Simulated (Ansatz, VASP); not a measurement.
**One calculation of Sn, two programs**

The input INCAR:

```
SYSTEM = Sn
ALGO = Normal
EDIFF = 1E-6
ENCUT = 520
GGA = PE
ISIF = 2
ISMEAR = -1
LASPH = .True.
LCHARG = .True.
LELF = .True.
LREAL = .False.
LVHAR = .True.
LWAVE = .False.
NBANDS = 13
NELM = 80
PREC = Accurate
SIGMA = 0.1
```

The input KPOINTS:

```
k-points
0
Gamma
  18 18 18
  0 0 0
```

The input POSCAR:

```
Sn
1.0
    0.0000000000      2.4737977989      2.4737977989
    2.4737977989      0.0000000000      2.4737977989
    2.4737977989      2.4737977989      0.0000000000
Sn
1
Direct
    0.0000000000      0.0000000000      0.0000000000
```

Input for Ansatz:

```yaml
crystal:
  lattice:
    - [0.0, 2.4737977989, 2.4737977989]
    - [2.4737977989, 0.0, 2.4737977989]
    - [2.4737977989, 2.4737977989, 0.0]
  atoms:
    - { symbol: Sn, position: [0.0, 0.0, 0.0] }
hamiltonian:
  xc: pbe
  pseudopotentials:
    kind: paw
    azcp:
      Sn: "pseudopotentials/Sn.paw.azcp"
basis:
  ecutwfc: 420
  fft_grid_basis: typed
kpoints:
  mp_grid: { grid: [18, 18, 18], shift: [0, 0, 0] }
magnetization:
  spin_polarized: false
scf:
  occupations: { method: fermi_dirac, width: 0.1 }
output:
  stress: true
```

Alike in both runs: task single point; functional PBE; k mesh 18 × 18 × 18; occupations fermi-dirac, width 0.1 eV; no spin polarisation.

|  | VASP | Ansatz |
| --- | --- | --- |
| version | VASP 6.6.1 | Ansatz 0.2.0 |
| potentials or method | VASP PAW PBE potentials, release 64 (Sn_d), cutoff 520 eV | plane waves (420 eV) with PAW, scalar-relativistic |
| valence electrons in the cell | 14 | 14 |

|  | VASP | Ansatz | Ansatz less VASP |
| --- | --- | --- | --- |
| pressure (GPa) | -3.1 | -3.0 | +0.06 |

With one functional, cell and mesh, what is left measures potentials, basis and numerics.
